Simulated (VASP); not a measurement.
# In (P6/mmm) in VASP: a series of runs

In is run at these levels: RPBE; tasks: single point, relaxation of cell and atoms.

All numbers are computed with VASP 6.6.1; they aren't measurements. Logs are shortened: lines on timing, memory, paths and dates and some standing lists are left out, and cuts for length are marked.

**1. The cell of the first run**

Symmetry: P6/mmm, No. 191, hexagonal system. Conventional cell: a = 5.675 Å, b = 5.675 Å, c = 3.526 Å, α = 90.00°, β = 90.00°, γ = 120.00°. Within 4.6 Å of In (site symmetry 6/mmm) lie 14 In at 3.53 to 3.72 Å. Within 4.3 Å of In (site symmetry -6m2) lie 11 In at 3.28 to 3.72 Å.

**2. Single point, RPBE (volume scaled by 1.12)**

INCAR reads:

```
  ALGO = Normal
  EDIFF = 1E-7
  ENCUT = 520
  GGA = RP
  ISIF = 2
  ISMEAR = -1
  LASPH = T
  LCHARG = T
  LELF = T
  LREAL = F
  LVHAR = T
  LWAVE = F
  NBANDS = 26
  NELM = 60
  PREC = Accurate
  SIGMA = 0.1
```

KPOINTS reads:

```
k-points
0
Gamma
  8 8 11
```

POSCAR reads:

```
In
1.0
    5.6753272768      0.0000000000      0.0000000000
   -2.8376636384      4.9149775965      0.0000000000
    0.0000000000      0.0000000000      3.5260756876
In
3
Direct
    0.0000000000      0.0000000000      0.0000000000
    0.3333333333      0.6666666667      0.5000000000
    0.6666666667      0.3333333333      0.5000000000
```

Potentials or basis: VASP PAW PBE potentials, release 64 (In_d).

Run with:

```console
> cat potpaw_PBE.64/In_d/POTCAR > POTCAR
> mpirun -np 1 vasp_std > vasp.out
```

OUTCAR:

```text
EDIFF = 1E-7
   ENCUT = 520
   GGA = RP
   ISIF = 2
   ISMEAR = -1
   LASPH = T
   LREAL = F
   NELM = 60
   PREC = Accurate

 ion  position               nearest neighbor table
   1  0.000  0.000  0.000-   2 3.72   3 3.72   2 3.72   3 3.72   3 3.72   3 3.72   2 3.72   2 3.72
                             3 3.72   3 3.72   2 3.72   2 3.72
   2  0.333  0.667  0.500-   3 3.28   3 3.28   3 3.28   1 3.72   1 3.72   1 3.72   1 3.72   1 3.72
                             1 3.72
   3  0.667  0.333  0.500-   2 3.28   2 3.28   2 3.28   1 3.72   1 3.72   1 3.72   1 3.72   1 3.72
                             1 3.72

  LATTYP: Found a hexagonal cell.
 ALAT       =     5.6753272768
 C/A-ratio  =     0.6212990927

  Lattice vectors:

 A1 = (   5.6753272768,   0.0000000000,   0.0000000000)
 A2 = (  -2.8376636384,   4.9149775965,   0.0000000000)
 A3 = (   0.0000000000,   0.0000000000,   3.5260756876)

Analysis of symmetry for initial positions (statically):
=====================================================================
 Subroutine PRICEL returns:
 Original cell was already a primitive cell.

 Routine SETGRP: Setting up the symmetry group for a
 hexagonal supercell.

 Subroutine GETGRP returns: Found 24 space group operations
 (whereof 24 operations were pure point group operations)
 out of a pool of 24 trial point group operations.

The static configuration has the point symmetry D_6h.

Analysis of symmetry for dynamics (positions and initial velocities):
=====================================================================
 Subroutine PRICEL returns:
 Original cell was already a primitive cell.

 Routine SETGRP: Setting up the symmetry group for a
 hexagonal supercell.

 Subroutine GETGRP returns: Found 24 space group operations
 (whereof 24 operations were pure point group operations)
 out of a pool of 24 trial point group operations.

The dynamic configuration has the point symmetry D_6h.

 Subroutine INISYM returns: Found 24 space group operations
 (whereof 24 operations are pure point group operations),
 and found     1 'primitive' translations

----------------------------------------------------------------------------------------

                                     Primitive cell

  volume of cell :      98.3567

  direct lattice vectors                    reciprocal lattice vectors
     5.675327277  0.000000000  0.000000000     0.176201292  0.101729864  0.000000000
    -2.837663638  4.914977596  0.000000000     0.000000000  0.203459727  0.000000000
     0.000000000  0.000000000  3.526075688     0.000000000  0.000000000  0.283601400

  length of vectors
     5.675327277  5.675327277  3.526075688     0.203459727  0.203459727  0.283601400

  position of ions in fractional coordinates (direct lattice)
     0.000000000  0.000000000  0.000000000
     0.333333333  0.666666667  0.500000000
     0.666666667  0.333333333  0.500000000

  ion indices of the primitive-cell ions
   primitive index   ion index
                 1           1
                 2           2
                 3           3

----------------------------------------------------------------------------------------

 KPOINTS: k-points

Automatic generation of k-mesh.
 Grid dimensions read from file:
 generate k-points for:    8    8   11

 Generating k-lattice:

  Cartesian coordinates                     Fractional coordinates (reciprocal lattice)
     0.022025162  0.012716233  0.000000000     0.125000000  0.000000000  0.000000000
     0.000000000  0.025432466  0.000000000     0.000000000  0.125000000  0.000000000
     0.000000000  0.000000000  0.025781945     0.000000000  0.000000000  0.090909091

  Length of vectors
     0.025432466  0.025432466  0.025781945

  Shift w.r.t. Gamma in fractional coordinates (k-lattice)
     0.000000000  0.000000000  0.000000000

 Subroutine IBZKPT returns following result:
 ===========================================

 Found     60 irreducible k-points:

 Following reciprocal coordinates:
            Coordinates               Weight
  0.000000  0.000000  0.000000      1.000000
  0.125000  0.000000  0.000000      6.000000
  0.250000  0.000000  0.000000      6.000000
  0.375000  0.000000  0.000000      6.000000
  0.500000  0.000000  0.000000      3.000000
  0.125000  0.125000  0.000000      6.000000
[... 16 lines left out ...]
  0.250000  0.000000  0.181818     12.000000
  0.375000  0.000000  0.181818     12.000000
 [... further k-points ...]
   k-points           NKPTS =     60   k-points in BZ     NKDIM =     60   number of bands    NBANDS=     26
   number of dos      NEDOS =    301   number of ions     NIONS =      3
   total plane-waves  NPLWV =  49392
   dimension x,y,z NGX =    42 NGY =   42 NGZ =   28
   dimension x,y,z NGXF=    84 NGYF=   84 NGZF=   56
   ions per type =               3
   NGX,Y,Z   is equivalent  to a cutoff of  12.30, 12.30, 13.20 a.u.
   NGXF,Y,Z  is equivalent  to a cutoff of  24.61, 24.61, 26.40 a.u.
 SYSTEM =  unknown system
   PREC   = accura    normal or accurate (medium, high low for compatibility)
   ISTART =      0    job   : 0-new  1-cont  2-samecut
   ICHARG =      2    charge: 1-file 2-atom 10-const
   ISPIN  =      1    spin polarized calculation?
   LNONCOLLINEAR =      F non collinear calculations
   LSORBIT =      F    spin-orbit coupling
   LASPH  =      T    aspherical Exc in radial PAW
   ENCUT  =  520.0 eV  38.22 Ry    6.18 a.u.  10.55 10.55  6.56*2*pi/ulx,y,z
   NELM   =     60;   NELMIN=  2; NELMDL= -5     # of ELM steps
   EDIFF  = 0.1E-06   stopping-criterion for ELM
   LREAL  =      F    real-space projection
   EDIFFG = 0.1E-05   stopping-criterion for IOM
   NSW    =      0    number of steps for IOM
   IBRION =     -1    ionic relax: 0-MD 1-quasi-New 2-CG
   NFREE  =      0    steps in history (QN), initial steepest desc. (CG)
   ISIF   =      2    stress and relaxation
   ISYM   =      2    0-nonsym 1-usesym 2-fastsym
   POTIM  = 0.5000    time-step for ionic-motion
   TEBEG  =    0.0;   TEEND  =   0.0 temperature during run
   PSTRESS=    0.0 pullay stress
   NELECT =      39.0000    total number of electrons
   NUPDOWN=      -1.0000    fix difference up-down
   EMIN   =  10.00;   EMAX   =-10.00  energy-range for DOS
   EFERMI =   0.00;   METHOD = LEGACY
   ISMEAR =    -1;   SIGMA  =   0.10  broadening in eV -4-tet -1-fermi 0-gaus
   EFERMI_NEDOS =   21; number of points for ismear=-14 and -15
   IALGO  =     38    algorithm
   IMIX   =      4    mixing-type and parameters
     AMIX     =   0.40;   BMIX     =  1.00
     AMIX_MAG =   1.60;   BMIX_MAG =  1.00
  volume/ion in A,a.u.               =      32.79       221.25
  Fermi-wavevector in a.u.,A,eV,Ry     =   1.202712  2.272796 19.681050  1.446516
  Thomas-Fermi vector in A             =   2.338486
   LORBIT       =      0    0 simple, 1 ext, 2 COOP (PROOUT), +10 PAW based schemes
   GGA     = RP    functional components
   LHFCALC =     F    Hartree Fock is set to
   AEXX    =    0.0000 exact exchange contribution
   IVDW    =     0    specifies the selected vdW correction
   LEPSILON=     F    determine dielectric tensor
   LRPA    =     F    only Hartree local field effects (RPA)
 non-spin polarized calculation
  energy-cutoff  :      520.00
  volume of cell :       98.36
 maximum number of plane-waves:      2677
   NGX = 21   NGY = 21   NGZ = 13

 number of electron      39.0000026 magnetization

 Free energy of the ion-electron system (eV)
  ---------------------------------------------------
  ext. energy  EPLUGINS =         0.00000000
  ---------------------------------------------------
  free energy    TOTEN  =        -6.46656655 eV

  energy without entropy =       -6.39797787  energy(sigma->0) =       -6.43227221

 E-fermi :   5.4383     XC(G=0):  -9.1145

 val. band max:        5.4331165077   @ k =   0.2500   0.2500   0.1818
 cond. band min:       5.4417455652   @ k =   0.5000   0.0000   0.4545
 fundamental gap:      0.0086290575
 Fermi energy:         5.4383319682

 k-point     1 :       0.0000    0.0000    0.0000
  band No.  band energies     occupation
      1      -9.3121      2.00000
      2      -9.1811      2.00000
      3      -9.1811      2.00000
      4      -9.1729      2.00000
      5      -9.1654      2.00000
      6      -9.1243      2.00000
[... 18 lines left out ...]
     25      14.1465      0.00000
     26      14.1560      0.00000

 k-point     2 :       0.1250    0.0000    0.0000
  band No.  band energies     occupation
      1      -9.3087      2.00000
      2      -9.2032      2.00000
      3      -9.1941      2.00000
      4      -9.1748      2.00000
      5      -9.1531      2.00000
      6      -9.1336      2.00000
[... 18 lines left out ...]
     25      13.5661      0.00000
     26      13.8234      0.00000

 k-point     3 :       0.2500    0.0000    0.0000
  band No.  band energies     occupation
      1      -9.3002      2.00000
      2      -9.2355      2.00000
      3      -9.2184      2.00000
      4      -9.1805      2.00000
      5      -9.1550      2.00000
      6      -9.1468      2.00000
[... 18 lines left out ...]
     25      12.7282      0.00000
     26      12.8165      0.00000

 k-point     4 :       0.3750    0.0000    0.0000
  band No.  band energies     occupation
      1      -9.2903      2.00000
      2      -9.2624      2.00000
      3      -9.2370      2.00000
      4      -9.1881      2.00000
      5      -9.1604      2.00000
      6      -9.1561      2.00000
[... 18 lines left out ...]
     25      11.2663      0.00000
     26      12.0446      0.00000

 k-point     5 :       0.5000    0.0000    0.0000
  band No.  band energies     occupation
      1      -9.2848      2.00000
      2      -9.2737      2.00000
      3      -9.2437      2.00000
      4      -9.1917      2.00000
      5      -9.1622      2.00000
      6      -9.1594      2.00000
[... 18 lines left out ...]
     25      11.1549      0.00000
     26      11.1569      0.00000

 k-point     6 :       0.1250    0.1250    0.0000
  band No.  band energies     occupation
      1      -9.3028      2.00000
      2      -9.2236      2.00000
      3      -9.2174      2.00000
      4      -9.1767      2.00000
      5      -9.1510      2.00000
      6      -9.1401      2.00000
[... 427 lines left out ...]
 k-point    21 :       0.0000    0.0000    0.1818
  band No.  band energies     occupation
      1      -9.2590      2.00000
      2      -9.1798      2.00000
      3      -9.1798      2.00000
      4      -9.1759      2.00000
      5      -9.1759      2.00000
      6      -9.1373      2.00000
[... 18 lines left out ...]
     25      11.4694      0.00000
     26      12.9451      0.00000

 k-point    22 :       0.1250    0.0000    0.1818
  band No.  band energies     occupation
      1      -9.2586      2.00000
      2      -9.1968      2.00000
      3      -9.1960      2.00000
      4      -9.1789      2.00000
      5      -9.1746      2.00000
      6      -9.1287      2.00000
[... 18 lines left out ...]
     25      11.1754      0.00000
     26      12.6060      0.00000

 k-point    23 :       0.2500    0.0000    0.1818
  band No.  band energies     occupation
      1      -9.2593      2.00000
      2      -9.2236      2.00000
      3      -9.2180      2.00000
      4      -9.1776      2.00000
      5      -9.1653      2.00000
      6      -9.1277      2.00000
[... 18 lines left out ...]
     25      10.7641      0.00000
     26      12.0267      0.00000

 k-point    24 :       0.3750    0.0000    0.1818
  band No.  band energies     occupation
      1      -9.2629      2.00000
      2      -9.2419      2.00000
      3      -9.2292      2.00000
      4      -9.1749      2.00000
      5      -9.1588      2.00000
      6      -9.1260      2.00000
[... 18 lines left out ...]
     25      10.5140      0.00000
     26      10.7770      0.00000

 [... further k-points ...]

------------------------ aborting loop because EDIFF is reached ----------------------------------------

  FORCE on cell =-STRESS in cart. coord.  units (eV):
  Direction    XX          YY          ZZ          XY          YZ          ZX
  --------------------------------------------------------------------------------------
  -------------------------------------------------------------------------------------
  Total       -1.3579567     -1.3579567     -1.4871790      0.0000000     -0.0000000      0.0000000
  in kB      -22.1203716    -22.1203716    -24.2253325      0.0000000     -0.0000000      0.0000000
  external PRESSURE =     -22.8220252 kB  Pullay stress =       0.0000000 kB

 VOLUME and BASIS-vectors are now :
 -----------------------------------------------------------------------------
  energy-cutoff  :      520.00
  volume of cell :       98.36
      direct lattice vectors                 reciprocal lattice vectors
     5.675327277  0.000000000  0.000000000     0.176201292  0.101729864  0.000000000
    -2.837663638  4.914977596  0.000000000     0.000000000  0.203459727  0.000000000
     0.000000000  0.000000000  3.526075688     0.000000000  0.000000000  0.283601400

 POSITION                                       TOTAL-FORCE (eV/Angst)
 -----------------------------------------------------------------------------------
      0.00000      0.00000      0.00000        -0.000000      0.000000     -0.000000
     -0.00000      3.27665      1.76304         0.000000      0.000000      0.000000
      2.83766      1.63833      1.76304        -0.000000      0.000000     -0.000000
 -----------------------------------------------------------------------------------
    total drift:                                0.000000      0.000000     -0.000000

  FREE ENERGIE OF THE ION-ELECTRON SYSTEM (eV)
  ---------------------------------------------------
  free  energy   TOTEN  =        -6.4665665547 eV

  energy  without entropy=       -6.3979778662  energy(sigma->0) =       -6.43227221
```

Run time: 1.9 min. Hardware: 1 thread of Intel Xeon Platinum 8488C (Sapphire Rapids), shared host; peak memory 0.27 GiB.

Results:

* Free energy: -6.4666 eV
* Pressure: -2.3 GPa

Levels at points of the mesh, in eV from the Fermi level:
```csv
k point,band 16,band 17,band 18,band 19,band 20,band 21,band 22,band 23
"(0.00, 0.00, 0.00)",-8.22,-3.04,-2.80,-0.69,-0.69,-0.53,-0.53,3.96
"(0.50, 0.00, 0.00)",-6.61,-6.56,-3.88,-2.41,2.79,2.94,4.16,4.38
```

Caveat: the PAW data sets were made with another functional, which shifts forces and pressure a little; spin-orbit coupling is left out, which moves the levels of the heavy elements.

[end of part 1 of 2]
